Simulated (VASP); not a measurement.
# MgSe (Fm-3m) in VASP: notebook, part 2 of 2

VASP 6.6.1.

### Step 5. Single point, LDA

This run uses another cell than the first one, of 18.60 Å³/atom, 0.975 times its volume.

Input file INCAR:

```
PREC = Accurate
ENCUT = 600
EDIFF = 1E-6
ISMEAR = 0
SIGMA = 0.01
LREAL = F
LASPH = T
NELM = 120
ALGO = Normal
ISIF = 2
LWAVE = F
LCHARG = F
NBANDS = 11
GGA_COMPAT = F
```

Input file KPOINTS:

```
regular mesh
0
Gamma
  8 8 8
```

Input file POSCAR:

```
MgSe
1.0
    2.6494315680      2.6494315680      0.0000000000
   -2.6494315680      2.6494315680      0.0000000000
    0.0000000000      2.6494315680      2.6494315680
Mg Se
1 1
Direct
    0.0000000000      0.0000000000      0.0000000000
    0.5000000000      0.5000000000      0.0000000000
```

Potentials or basis: VASP PAW LDA potentials, release 64 (Mg, Se).

Command:

```
$ cat potpaw_LDA.64/Mg/POTCAR potpaw_LDA.64/Se/POTCAR > POTCAR
$ mpirun -np 1 vasp_std > vasp.out
```

OUTCAR:

```text
PREC = Accurate
   ENCUT = 600
   EDIFF = 1E-6
   ISMEAR = 0
   LREAL = F
   LASPH = T
   NELM = 120
   ISIF = 2

 ion  position               nearest neighbor table
   1  0.000  0.000  0.000-   2 2.65   2 2.65   2 2.65   2 2.65   2 2.65   2 2.65
   2  0.500  0.500  0.000-   1 2.65   1 2.65   1 2.65   1 2.65   1 2.65   1 2.65

  LATTYP: Found a face centered cubic cell.
 ALAT       =     5.2988631360

  Lattice vectors:

 A1 = (   0.0000000000,   2.6494315680,   2.6494315680)
 A2 = (   2.6494315680,   0.0000000000,   2.6494315680)
 A3 = (   2.6494315680,   2.6494315680,   0.0000000000)

Analysis of symmetry for initial positions (statically):
=====================================================================
 Subroutine PRICEL returns:
 Original cell was already a primitive cell.

 Routine SETGRP: Setting up the symmetry group for a
 face centered cubic supercell.

 Subroutine GETGRP returns: Found 48 space group operations
 (whereof 48 operations were pure point group operations)
 out of a pool of 48 trial point group operations.

The static configuration has the point symmetry O_h .

Analysis of symmetry for dynamics (positions and initial velocities):
=====================================================================
 Subroutine PRICEL returns:
 Original cell was already a primitive cell.

 Routine SETGRP: Setting up the symmetry group for a
 face centered cubic supercell.

 Subroutine GETGRP returns: Found 48 space group operations
 (whereof 48 operations were pure point group operations)
 out of a pool of 48 trial point group operations.

The dynamic configuration has the point symmetry O_h .

 Subroutine INISYM returns: Found 48 space group operations
 (whereof 48 operations are pure point group operations),
 and found     1 'primitive' translations

----------------------------------------------------------------------------------------

                                     Primitive cell

  volume of cell :      37.1953

  direct lattice vectors                    reciprocal lattice vectors
     2.649431568  2.649431568  0.000000000     0.188719726  0.188719726 -0.188719726
    -2.649431568  2.649431568  0.000000000    -0.188719726  0.188719726 -0.188719726
     0.000000000  2.649431568  2.649431568     0.000000000  0.000000000  0.377439452

  length of vectors
     3.746862056  3.746862056  3.746862056     0.326872154  0.326872154  0.377439452

  position of ions in fractional coordinates (direct lattice)
     0.000000000  0.000000000  0.000000000
     0.500000000  0.500000000  0.000000000

  ion indices of the primitive-cell ions
   primitive index   ion index
                 1           1
                 2           2

----------------------------------------------------------------------------------------

 KPOINTS: regular mesh

Automatic generation of k-mesh.
 Grid dimensions read from file:
 generate k-points for:    8    8    8

 Generating k-lattice:

  Cartesian coordinates                     Fractional coordinates (reciprocal lattice)
     0.023589966  0.023589966 -0.023589966     0.125000000  0.000000000  0.000000000
    -0.023589966  0.023589966 -0.023589966     0.000000000  0.125000000  0.000000000
     0.000000000  0.000000000  0.047179932     0.000000000  0.000000000  0.125000000

  Length of vectors
     0.040859019  0.040859019  0.047179932

  Shift w.r.t. Gamma in fractional coordinates (k-lattice)
     0.000000000  0.000000000  0.000000000

 Subroutine IBZKPT returns following result:
 ===========================================

 Found     29 irreducible k-points:

 Following reciprocal coordinates:
            Coordinates               Weight
  0.000000  0.000000  0.000000      1.000000
  0.125000  0.000000  0.000000      8.000000
  0.250000  0.000000  0.000000      8.000000
  0.375000  0.000000  0.000000      8.000000
  0.500000  0.000000  0.000000      4.000000
  0.125000  0.125000  0.000000     12.000000
[... 16 lines left out ...]
  0.375000  0.250000  0.125000     48.000000
  0.500000  0.250000  0.125000     24.000000
 [... further k-points ...]
   k-points           NKPTS =     29   k-points in BZ     NKDIM =     29   number of bands    NBANDS=     11
   number of dos      NEDOS =    301   number of ions     NIONS =      2
   total plane-waves  NPLWV =  27000
   dimension x,y,z NGX =    30 NGY =   30 NGZ =   30
   dimension x,y,z NGXF=    60 NGYF=   60 NGZF=   60
   ions per type =               1   1
   NGX,Y,Z   is equivalent  to a cutoff of  13.31, 13.31, 13.31 a.u.
   NGXF,Y,Z  is equivalent  to a cutoff of  26.62, 26.62, 26.62 a.u.
 SYSTEM =  unknown system
   PREC   = accura    normal or accurate (medium, high low for compatibility)
   ISTART =      0    job   : 0-new  1-cont  2-samecut
   ICHARG =      2    charge: 1-file 2-atom 10-const
   ISPIN  =      1    spin polarized calculation?
   LNONCOLLINEAR =      F non collinear calculations
   LSORBIT =      F    spin-orbit coupling
   LASPH  =      T    aspherical Exc in radial PAW
   ENCUT  =  600.0 eV  44.10 Ry    6.64 a.u.   7.48  7.48  7.48*2*pi/ulx,y,z
   NELM   =    120;   NELMIN=  2; NELMDL= -5     # of ELM steps
   EDIFF  = 0.1E-05   stopping-criterion for ELM
   LREAL  =      F    real-space projection
   EDIFFG = 0.1E-04   stopping-criterion for IOM
   NSW    =      0    number of steps for IOM
   IBRION =     -1    ionic relax: 0-MD 1-quasi-New 2-CG
   NFREE  =      0    steps in history (QN), initial steepest desc. (CG)
   ISIF   =      2    stress and relaxation
   ISYM   =      2    0-nonsym 1-usesym 2-fastsym
   POTIM  = 0.5000    time-step for ionic-motion
   TEBEG  =    0.0;   TEEND  =   0.0 temperature during run
   PSTRESS=    0.0 pullay stress
   NELECT =       8.0000    total number of electrons
   NUPDOWN=      -1.0000    fix difference up-down
   EMIN   =  10.00;   EMAX   =-10.00  energy-range for DOS
   EFERMI =   0.00;   METHOD = LEGACY
   ISMEAR =     0;   SIGMA  =   0.01  broadening in eV -4-tet -1-fermi 0-gaus
   EFERMI_NEDOS =   21; number of points for ismear=-14 and -15
   IALGO  =     38    algorithm
   IMIX   =      4    mixing-type and parameters
     AMIX     =   0.40;   BMIX     =  1.00
     AMIX_MAG =   1.60;   BMIX_MAG =  1.00
  volume/ion in A,a.u.               =      18.60       125.50
  Fermi-wavevector in a.u.,A,eV,Ry     =   0.980864  1.853564 13.090086  0.962094
  Thomas-Fermi vector in A             =   2.111827
   LORBIT       =      0    0 simple, 1 ext, 2 COOP (PROOUT), +10 PAW based schemes
   GGA     = CA    functional components
   LHFCALC =     F    Hartree Fock is set to
   AEXX    =    0.0000 exact exchange contribution
   IVDW    =     0    specifies the selected vdW correction
   LEPSILON=     F    determine dielectric tensor
   LRPA    =     F    only Hartree local field effects (RPA)
 non-spin polarized calculation
 Gauss-broadening in eV      SIGMA  =   0.01
  energy-cutoff  :      600.00
  volume of cell :       37.20
 maximum number of plane-waves:      1254
 NGX is ok and might be reduce to    30
   NGX = 15   NGY = 15   NGZ = 15

 number of electron       8.0000001 magnetization

 Free energy of the ion-electron system (eV)
  ---------------------------------------------------
  ext. energy  EPLUGINS =         0.00000000
  ---------------------------------------------------
  free energy    TOTEN  =        -8.58120931 eV

  energy without entropy =       -8.58120931  energy(sigma->0) =       -8.58120931

 E-fermi :   4.0501     XC(G=0): -10.0978

 val. band max:        3.9381146348   @ k =   0.0000   0.0000   0.0000
 cond. band min:       5.7259567378   @ k =   0.5000   0.5000   0.0000
 fundamental gap:      1.7878421030
 Fermi energy:         4.0500662139

 k-point     1 :       0.0000    0.0000    0.0000
  band No.  band energies     occupation
      1      -9.5340      2.00000
      2       3.9381      2.00000
      3       3.9381      2.00000
      4       3.9381      2.00000
      5       6.9415      0.00000
      6      11.2543      0.00000
      7      11.2543      0.00000
      8      11.2543      0.00000
      9      14.0222      0.00000
     10      14.0222      0.00000
     11      14.9129      0.00000
[... 309 lines left out ...]
 k-point    24 :       0.5000    0.2500    0.1250
  band No.  band energies     occupation
      1      -7.9908      2.00000
      2      -0.9857      2.00000
      3       1.4074      2.00000
      4       2.5368      2.00000
      5       8.7518      0.00000
      6       9.4213      0.00000
      7      11.8954      0.00000
      8      13.3344      0.00000
      9      15.2312      0.00000
     10      16.1351      0.00000
     11      18.3713      0.00000

 [... further k-points ...]
[... 5 lines left out ...]
  --------------------------------------------------------------------------------------
  -------------------------------------------------------------------------------------
  Total        0.8606891      0.8606891      0.8606891     -0.0000000     -0.0000000     -0.0000000
  in kB       37.0739416     37.0739416     37.0739416     -0.0000000     -0.0000000     -0.0000000
  external PRESSURE =      37.0739416 kB  Pullay stress =       0.0000000 kB

 VOLUME and BASIS-vectors are now :
 -----------------------------------------------------------------------------
  energy-cutoff  :      600.00
  volume of cell :       37.20
      direct lattice vectors                 reciprocal lattice vectors
     2.649431568  2.649431568  0.000000000     0.188719726  0.188719726 -0.188719726
    -2.649431568  2.649431568  0.000000000    -0.188719726  0.188719726 -0.188719726
     0.000000000  2.649431568  2.649431568     0.000000000  0.000000000  0.377439452

 POSITION                                       TOTAL-FORCE (eV/Angst)
 -----------------------------------------------------------------------------------
      0.00000      0.00000      0.00000         0.000000      0.000000      0.000000
      0.00000      2.64943      0.00000         0.000000     -0.000000      0.000000
 -----------------------------------------------------------------------------------
    total drift:                               -0.000000      0.000000      0.000000

  FREE ENERGIE OF THE ION-ELECTRON SYSTEM (eV)
  ---------------------------------------------------
  free  energy   TOTEN  =        -8.5812093104 eV

  energy  without entropy=       -8.5812093104  energy(sigma->0) =       -8.58120931
```

OSZICAR:

```text
N       E                     dE             d eps       ncg     rms          rms(c)
DAV:   1     0.248587223847E+02    0.24859E+02   -0.37259E+03   646   0.657E+02
DAV:   2    -0.718458427108E+01   -0.32043E+02   -0.30533E+02   774   0.102E+02
DAV:   3    -0.888922192929E+01   -0.17046E+01   -0.17009E+01   794   0.249E+01
DAV:   4    -0.889851510046E+01   -0.92932E-02   -0.92929E-02   726   0.206E+00
DAV:   5    -0.889855441635E+01   -0.39316E-04   -0.39316E-04   772   0.141E-01    0.326E+00
DAV:   6    -0.863316746733E+01    0.26539E+00   -0.44391E-01   713   0.253E+00    0.207E+00
DAV:   7    -0.858440029012E+01    0.48767E-01   -0.18845E-01   722   0.171E+00    0.979E-01
DAV:   8    -0.858135151959E+01    0.30488E-02   -0.83535E-03   686   0.452E-01    0.251E-01
DAV:   9    -0.858121530460E+01    0.13621E-03   -0.40609E-04   713   0.951E-02    0.101E-01
DAV:  10    -0.858121180887E+01    0.34957E-05   -0.84026E-05   713   0.396E-02    0.425E-02
DAV:  11    -0.858120934626E+01    0.24626E-05   -0.71912E-06   695   0.117E-02    0.645E-03
DAV:  12    -0.858120931043E+01    0.35832E-07   -0.36866E-07   340   0.326E-03
   1 F= -.85812093E+01 E0= -.85812093E+01  d E =-.122561E-58
```

stdout:

```text
POSCAR found type information on POSCAR MgSe
 POSCAR found :  2 types and       2 ions
 scaLAPACK will be used
 LDA part: xc-table for (Slater(with rela. corr.)+CA(PZ))
 , standard interpolation
 POSCAR, INCAR and KPOINTS ok, starting setup
 FFT: planning ... GRIDC
 FFT: planning ... GRID_SOFT
 FFT: planning ... GRID
 WAVECAR not read
 entering main loop
```

It took 25 s on 1 thread of Intel Xeon 8259CL, shared host; peak memory 0.15 GiB.

What came out:

| Property | Result |
| --- | --- |
| Free energy | -8.5812 eV |
| Pressure | 3.7 GPa |
| Band gap on the k mesh | 1.79 eV, indirect (least direct gap 3.00 eV) |

Levels at points of the mesh, in eV from the valence-band top:
```
           k point  band 1  band 2  band 3  band 4  band 5  band 6  band 7  band 8
(0.00, 0.00, 0.00)  -13.47    0.00    0.00    0.00    3.00    7.32    7.32    7.32
(0.50, 0.00, 0.00)  -12.13   -5.48   -0.69   -0.69    3.81    6.09    6.09    9.04
(0.50, 0.50, 0.00)  -11.74   -4.77   -2.02   -2.02    1.79    3.63   12.44   12.79
```

A k mesh can miss the band edges.
